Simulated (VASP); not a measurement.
# HfO2 (Fm-3m) in VASP: a series of runs

The runs below take HfO2 through single point, with LDA.

Everything below comes from runs of VASP 6.6.1. Logs are shortened: lines on timing, memory, paths and dates and some standing lists are left out, and cuts for length are marked.

## (1) The cell of the first run

The structure is cubic, space group Fm-3m (No. 225). Conventional cell: a = 4.902 Å, b = 4.902 Å, c = 4.902 Å, α = 90.00°, β = 90.00°, γ = 90.00°. Within 2.8 Å of Hf (site symmetry m-3m) lie 8 O at 2.12 Å. O (site symmetry -43m) has 4 Hf at 2.12 Å and 6 O at 2.45 Å within 2.8 Å.

## (2) Single point, LDA

INCAR

```
PREC = Accurate
ENCUT = 520
EDIFF = 1E-6
ISMEAR = -1
SIGMA = 0.1
LREAL = F
LASPH = T
NELM = 100
ALGO = Normal
ISIF = 2
LWAVE = F
LCHARG = T
GGA = CA
LELF = T
LVHAR = T
NBANDS = 18
```

KPOINTS

```
Automatic mesh
0
Gamma
  8 8 8
```

POSCAR

```
HfO2
1.0
    0.0000000000      2.4508112569      2.4508112569
    2.4508112569      0.0000000000      2.4508112569
    2.4508112569      2.4508112569      0.0000000000
Hf O
1 2
Direct
    0.0000000000      0.0000000000      0.0000000000
    0.2500000000      0.2500000000      0.2500000000
    0.7500000000      0.7500000000      0.7500000000
```

Potentials or basis: VASP PAW LDA potentials, release 64 (Hf_pv, O).

The run is started by

```console
$ cat potpaw_LDA.64/Hf_pv/POTCAR potpaw_LDA.64/O/POTCAR > POTCAR
$ mpirun -np 1 vasp_std > vasp.out
```

OUTCAR:

```text
PREC = Accurate
   ENCUT = 520
   EDIFF = 1E-6
   ISMEAR = -1
   LREAL = F
   LASPH = T
   NELM = 100
   ISIF = 2
   GGA = CA

 ion  position               nearest neighbor table
   1  0.000  0.000  0.000-   3 2.12   3 2.12   3 2.12   2 2.12   3 2.12   2 2.12   2 2.12   2 2.12

   2  0.250  0.250  0.250-   1 2.12   1 2.12   1 2.12   1 2.12
   3  0.750  0.750  0.750-   1 2.12   1 2.12   1 2.12   1 2.12

  LATTYP: Found a face centered cubic cell.
 ALAT       =     4.9016225138

  Lattice vectors:

 A1 = (   0.0000000000,   2.4508112569,   2.4508112569)
 A2 = (   2.4508112569,   0.0000000000,   2.4508112569)
 A3 = (   2.4508112569,   2.4508112569,   0.0000000000)

Analysis of symmetry for initial positions (statically):
=====================================================================
 Subroutine PRICEL returns:
 Original cell was already a primitive cell.

 Routine SETGRP: Setting up the symmetry group for a
 face centered cubic supercell.

 Subroutine GETGRP returns: Found 48 space group operations
 (whereof 48 operations were pure point group operations)
 out of a pool of 48 trial point group operations.

The static configuration has the point symmetry O_h .

Analysis of symmetry for dynamics (positions and initial velocities):
=====================================================================
 Subroutine PRICEL returns:
 Original cell was already a primitive cell.

 Routine SETGRP: Setting up the symmetry group for a
 face centered cubic supercell.

 Subroutine GETGRP returns: Found 48 space group operations
 (whereof 48 operations were pure point group operations)
 out of a pool of 48 trial point group operations.

The dynamic configuration has the point symmetry O_h .

 Subroutine INISYM returns: Found 48 space group operations
 (whereof 48 operations are pure point group operations),
 and found     1 'primitive' translations

----------------------------------------------------------------------------------------

                                     Primitive cell

  volume of cell :      29.4415

  direct lattice vectors                    reciprocal lattice vectors
     0.000000000  2.450811257  2.450811257    -0.204014078  0.204014078  0.204014078
     2.450811257  0.000000000  2.450811257     0.204014078 -0.204014078  0.204014078
     2.450811257  2.450811257  0.000000000     0.204014078  0.204014078 -0.204014078

  length of vectors
     3.465970518  3.465970518  3.465970518     0.353362749  0.353362749  0.353362749

  position of ions in fractional coordinates (direct lattice)
     0.000000000  0.000000000  0.000000000
     0.250000000  0.250000000  0.250000000
     0.750000000  0.750000000  0.750000000

  ion indices of the primitive-cell ions
   primitive index   ion index
                 1           1
                 2           2
                 3           3

----------------------------------------------------------------------------------------

 KPOINTS: Automatic mesh

Automatic generation of k-mesh.
 Grid dimensions read from file:
 generate k-points for:    8    8    8

 Generating k-lattice:

  Cartesian coordinates                     Fractional coordinates (reciprocal lattice)
    -0.025501760  0.025501760  0.025501760     0.125000000  0.000000000  0.000000000
     0.025501760 -0.025501760  0.025501760     0.000000000  0.125000000  0.000000000
     0.025501760  0.025501760 -0.025501760     0.000000000  0.000000000  0.125000000

  Length of vectors
     0.044170344  0.044170344  0.044170344

  Shift w.r.t. Gamma in fractional coordinates (k-lattice)
     0.000000000  0.000000000  0.000000000

 Subroutine IBZKPT returns following result:
 ===========================================

 Found     29 irreducible k-points:

 Following reciprocal coordinates:
            Coordinates               Weight
  0.000000  0.000000  0.000000      1.000000
  0.125000  0.000000  0.000000      8.000000
  0.250000  0.000000  0.000000      8.000000
  0.375000  0.000000  0.000000      8.000000
  0.500000  0.000000  0.000000      4.000000
  0.125000  0.125000  0.000000      6.000000
[... 16 lines left out ...]
  0.500000  0.250000  0.125000     48.000000
 -0.375000  0.250000  0.125000     24.000000
 [... further k-points ...]
   k-points           NKPTS =     29   k-points in BZ     NKDIM =     29   number of bands    NBANDS=     18
   number of dos      NEDOS =    301   number of ions     NIONS =      3
   total plane-waves  NPLWV =  21952
   dimension x,y,z NGX =    28 NGY =   28 NGZ =   28
   dimension x,y,z NGXF=    56 NGYF=   56 NGZF=   56
   ions per type =               1   2
   NGX,Y,Z   is equivalent  to a cutoff of  13.43, 13.43, 13.43 a.u.
   NGXF,Y,Z  is equivalent  to a cutoff of  26.86, 26.86, 26.86 a.u.
 SYSTEM =  unknown system
   PREC   = accura    normal or accurate (medium, high low for compatibility)
   ISTART =      0    job   : 0-new  1-cont  2-samecut
   ICHARG =      2    charge: 1-file 2-atom 10-const
   ISPIN  =      1    spin polarized calculation?
   LNONCOLLINEAR =      F non collinear calculations
   LSORBIT =      F    spin-orbit coupling
   LASPH  =      T    aspherical Exc in radial PAW
   ENCUT  =  520.0 eV  38.22 Ry    6.18 a.u.   6.44  6.44  6.44*2*pi/ulx,y,z
   NELM   =    100;   NELMIN=  2; NELMDL= -5     # of ELM steps
   EDIFF  = 0.1E-05   stopping-criterion for ELM
   LREAL  =      F    real-space projection
   EDIFFG = 0.1E-04   stopping-criterion for IOM
   NSW    =      0    number of steps for IOM
   IBRION =     -1    ionic relax: 0-MD 1-quasi-New 2-CG
   NFREE  =      0    steps in history (QN), initial steepest desc. (CG)
   ISIF   =      2    stress and relaxation
   ISYM   =      2    0-nonsym 1-usesym 2-fastsym
   POTIM  = 0.5000    time-step for ionic-motion
   TEBEG  =    0.0;   TEEND  =   0.0 temperature during run
   PSTRESS=    0.0 pullay stress
   NELECT =      22.0000    total number of electrons
   NUPDOWN=      -1.0000    fix difference up-down
   EMIN   =  10.00;   EMAX   =-10.00  energy-range for DOS
   EFERMI =   0.00;   METHOD = LEGACY
   ISMEAR =    -1;   SIGMA  =   0.10  broadening in eV -4-tet -1-fermi 0-gaus
   EFERMI_NEDOS =   21; number of points for ismear=-14 and -15
   IALGO  =     38    algorithm
   IMIX   =      4    mixing-type and parameters
     AMIX     =   0.40;   BMIX     =  1.00
     AMIX_MAG =   1.60;   BMIX_MAG =  1.00
  volume/ion in A,a.u.               =       9.81        66.23
  Fermi-wavevector in a.u.,A,eV,Ry     =   1.485579  2.807338 30.027324  2.206946
  Thomas-Fermi vector in A             =   2.598973
   LORBIT       =      0    0 simple, 1 ext, 2 COOP (PROOUT), +10 PAW based schemes
   GGA     = CA    functional components
   LHFCALC =     F    Hartree Fock is set to
   AEXX    =    0.0000 exact exchange contribution
   IVDW    =     0    specifies the selected vdW correction
   LEPSILON=     F    determine dielectric tensor
   LRPA    =     F    only Hartree local field effects (RPA)
 non-spin polarized calculation
  energy-cutoff  :      520.00
  volume of cell :       29.44
 maximum number of plane-waves:       821
 NGX is ok and might be reduce to    28
   NGX = 13   NGY = 13   NGZ = 13

 number of electron      22.0000010 magnetization

 Free energy of the ion-electron system (eV)
  ---------------------------------------------------
  ext. energy  EPLUGINS =         0.00000000
  ---------------------------------------------------
  free energy    TOTEN  =       -32.99932522 eV

  energy without entropy =      -32.99932522  energy(sigma->0) =      -32.99932522

 E-fermi :   6.9084     XC(G=0): -12.8502

 val. band max:        4.9807345562   @ k =   0.5000   0.5000   0.0000
 cond. band min:       8.8401886628   @ k =   0.5000   0.5000   0.0000
 fundamental gap:      3.8594541065
 Fermi energy:         6.9084149260

 k-point     1 :       0.0000    0.0000    0.0000
  band No.  band energies     occupation
      1     -24.0763      2.00000
      2     -24.0763      2.00000
      3     -24.0763      2.00000
      4     -14.1566      2.00000
      5     -10.4555      2.00000
      6      -1.0876      2.00000
[... 10 lines left out ...]
     17      16.6774      0.00000
     18      18.1790      0.00000

 k-point     2 :       0.1250    0.0000    0.0000
  band No.  band energies     occupation
      1     -24.1913      2.00000
      2     -24.0882      2.00000
      3     -24.0882      2.00000
      4     -13.8784      2.00000
      5     -10.6856      2.00000
      6      -0.9146      2.00000
[... 10 lines left out ...]
     17      16.3335      0.00000
     18      18.1750      0.00000

 k-point     3 :       0.2500    0.0000    0.0000
  band No.  band energies     occupation
      1     -24.4516      2.00000
      2     -24.1167      2.00000
      3     -24.1167      2.00000
      4     -13.2486      2.00000
      5     -11.1020      2.00000
      6      -0.4951      2.00000
[... 10 lines left out ...]
     17      15.7502      0.00000
     18      18.1478      0.00000

 k-point     4 :       0.3750    0.0000    0.0000
  band No.  band energies     occupation
      1     -24.6912      2.00000
      2     -24.1450      2.00000
      3     -24.1450      2.00000
      4     -12.8052      2.00000
      5     -11.2091      2.00000
      6      -0.0987      2.00000
[... 375 lines left out ...]
      4     -12.6763      2.00000
      5     -11.4413      2.00000
      6      -0.4329      2.00000
[... 10 lines left out ...]
     17      15.7669      0.00000
     18      18.1641      0.00000

 k-point    23 :       0.5000    0.2500    0.1250
  band No.  band energies     occupation
      1     -24.6450      2.00000
      2     -24.3274      2.00000
      3     -24.1862      2.00000
      4     -12.2482      2.00000
      5     -11.5282      2.00000
      6      -0.4407      2.00000
[... 10 lines left out ...]
     17      16.4512      0.00000
     18      18.1582      0.00000

 k-point    24 :      -0.3750    0.2500    0.1250
  band No.  band energies     occupation
      1     -24.6897      2.00000
      2     -24.3642      2.00000
      3     -24.2023      2.00000
      4     -12.2129      2.00000
      5     -11.3947      2.00000
      6      -0.4385      2.00000
[... 10 lines left out ...]
     17      16.4212      0.00000
     18      18.1568      0.00000

 [... further k-points ...]
[... 5 lines left out ...]
  --------------------------------------------------------------------------------------
  -------------------------------------------------------------------------------------
  Total        2.8849879      2.8849879      2.8849879      0.0000000      0.0000000     -0.0000000
  in kB      156.9983133    156.9983133    156.9983133      0.0000000      0.0000000     -0.0000000
  external PRESSURE =     156.9983133 kB  Pullay stress =       0.0000000 kB

 VOLUME and BASIS-vectors are now :
 -----------------------------------------------------------------------------
  energy-cutoff  :      520.00
  volume of cell :       29.44
      direct lattice vectors                 reciprocal lattice vectors
     0.000000000  2.450811257  2.450811257    -0.204014078  0.204014078  0.204014078
     2.450811257  0.000000000  2.450811257     0.204014078 -0.204014078  0.204014078
     2.450811257  2.450811257  0.000000000     0.204014078  0.204014078 -0.204014078

 POSITION                                       TOTAL-FORCE (eV/Angst)
 -----------------------------------------------------------------------------------
      0.00000      0.00000      0.00000        -0.000000     -0.000000     -0.000000
      1.22541      1.22541      1.22541         0.000000      0.000000     -0.000000
      3.67622      3.67622      3.67622        -0.000000     -0.000000      0.000000
 -----------------------------------------------------------------------------------
    total drift:                                0.000000      0.000000      0.000000

  FREE ENERGIE OF THE ION-ELECTRON SYSTEM (eV)
  ---------------------------------------------------
  free  energy   TOTEN  =       -32.9993252217 eV

  energy  without entropy=      -32.9993252212  energy(sigma->0) =      -32.99932522
```

It took 21 s on 1 thread of Intel Xeon 8259CL, shared host; peak memory 0.15 GiB.

What came out:

```
Free energy            : -32.9993 eV
Pressure               : 15.7 GPa
Band gap on the k mesh : 3.86 eV, direct
```

Levels at points of the mesh, in eV from the valence-band top:
```csv
k point,band 9,band 10,band 11,band 12,band 13,band 14
"(0.00, 0.00, 0.00)",-0.66,-0.66,-0.66,3.90,3.90,6.51
"(0.50, 0.00, 0.00)",-2.98,-1.95,-1.95,4.79,4.79,7.94
"(0.50, 0.50, 0.00)",-1.73,-1.73,0.00,3.86,5.87,7.57
```

Caveat: spin-orbit coupling is left out, which moves the levels of the heavy elements. A k mesh can miss the band edges.

## (3) Single point, LDA

This run uses another cell than the first one, of 10.26 Å³/atom, 1.045 times its volume.

INCAR

```
SYSTEM = HfO2
ALGO     = Normal         ! electronic algorithm
EDIFF    = 1E-7           ! SCF threshold, eV
ENCUT    = 520            ! plane-wave cutoff, eV
GGA      = CA             ! functional
ISIF     = 2              ! what is computed and relaxed
ISMEAR   = -1             ! smearing method
LASPH    = .TRUE.         ! aspherical terms in the spheres
LCHARG   = .FALSE.        ! write CHGCAR
LREAL    = .FALSE.        ! projectors in reciprocal space
LWAVE    = .FALSE.        ! write WAVECAR
NBANDS   = 18             ! bands
NELM     = 60             ! most SCF steps
PREC     = Accurate       ! precision mode
SIGMA    = 0.1            ! smearing width, eV
```

KPOINTS

```
k-points
0
G
  8 8 8
  0 0 0
```

POSCAR

```
HfO2
1.0
    0.0000000000      2.4873959231      2.4873959231
    2.4873959231      0.0000000000      2.4873959231
    2.4873959231      2.4873959231      0.0000000000
Hf O
1 2
Direct
    0.0000000000      0.0000000000      0.0000000000
    0.2500000000      0.2500000000      0.2500000000
    0.7500000000      0.7500000000      0.7500000000
```

Potentials or basis: VASP PAW LDA potentials, release 64 (Hf_pv, O).

The run is started by

```console
$ cat potpaw_LDA.64/Hf_pv/POTCAR potpaw_LDA.64/O/POTCAR > POTCAR
$ mpirun -np 1 vasp_std > vasp.out
```

Wall time 23 s (1 thread of Intel Xeon 8259CL, shared host); peak memory 0.15 GiB.

Results (log left out):

| Quantity | Value |
| --- | --- |
| Free energy | -33.0701 eV |
| Pressure | 1.3 GPa |
| Band gap on the k mesh | 3.74 eV, direct |

Levels at points of the mesh, in eV from the valence-band top:
```tsv
k point	band 7	band 8	band 9	band 10	band 11	band 12	band 13	band 14	band 15	band 16
(0.00, 0.00, 0.00)	-5.77	-5.77	-0.64	-0.64	-0.64	3.81	3.81	6.15	11.10	11.10
(0.50, 0.00, 0.00)	-4.68	-3.15	-2.88	-1.90	-1.90	4.63	4.63	7.49	8.98	9.93
(0.50, 0.50, 0.00)	-3.61	-3.61	-1.65	-1.65	0.00	3.74	5.63	7.13	8.59	8.59
```

Caveat: spin-orbit coupling is left out, which moves the levels of the heavy elements. Expect the measured gap to be larger: semilocal functionals such as LDA lack the derivative discontinuity.

## (4) Single point, LDA

This run uses another cell than the first one, of 10.71 Å³/atom, 1.091 times its volume.

INCAR

```
SYSTEM = HfO2
  PREC = Accurate
  ENCUT = 520
  EDIFF = 1E-6
  ISMEAR = -1
  SIGMA = 0.1
  LREAL = .FALSE.
  LASPH = .TRUE.
  NELM = 80
  ALGO = Normal
  ISIF = 2
  LWAVE = .FALSE.
  LCHARG = .TRUE.
  LELF = .TRUE.
  LVHAR = .TRUE.
  NBANDS = 18
```

KPOINTS

```
Automatic mesh
0
G
  8 8 8
  0 0 0
```

POSCAR

```
HfO2
1.0
    0.0000000000      2.5229349520      2.5229349520
    2.5229349520      0.0000000000      2.5229349520
    2.5229349520      2.5229349520      0.0000000000
Hf O
1 2
Direct
    0.0000000000      0.0000000000      0.0000000000
    0.2500000000      0.2500000000      0.2500000000
    0.7500000000      0.7500000000      0.7500000000
```

The run is started by

```console
$ cat potpaw_LDA.64/Hf_pv/POTCAR potpaw_LDA.64/O/POTCAR > POTCAR
$ mpirun -np 1 vasp_std > vasp.out
```

It took 25 s on 1 thread of Intel Xeon 8259CL, shared host; peak memory 0.15 GiB.

It converged, with:

```
Free energy            : -33.0331 eV
Pressure               : -10.2 GPa
Band gap on the k mesh : 3.63 eV, direct
```

Levels at points of the mesh, in eV from the valence-band top:
| k point | band 8 | band 9 | band 10 | band 11 | band 12 | band 13 | band 14 | band 15 |
| --- | --- | --- | --- | --- | --- | --- | --- | --- |
| (0.00, 0.00, 0.00) | -5.50 | -0.62 | -0.62 | -0.62 | 3.72 | 3.72 | 5.80 | 10.55 |
| (0.50, 0.00, 0.00) | -3.09 | -2.79 | -1.86 | -1.86 | 4.48 | 4.48 | 7.07 | 8.84 |
| (0.50, 0.50, 0.00) | -3.51 | -1.58 | -1.58 | 0.00 | 3.63 | 5.40 | 6.72 | 8.21 |

Caveat: spin-orbit coupling is left out, which moves the levels of the heavy elements. Expect the measured gap to be larger: semilocal functionals such as LDA lack the derivative discontinuity.

(Part 1 of 2 ends here.)
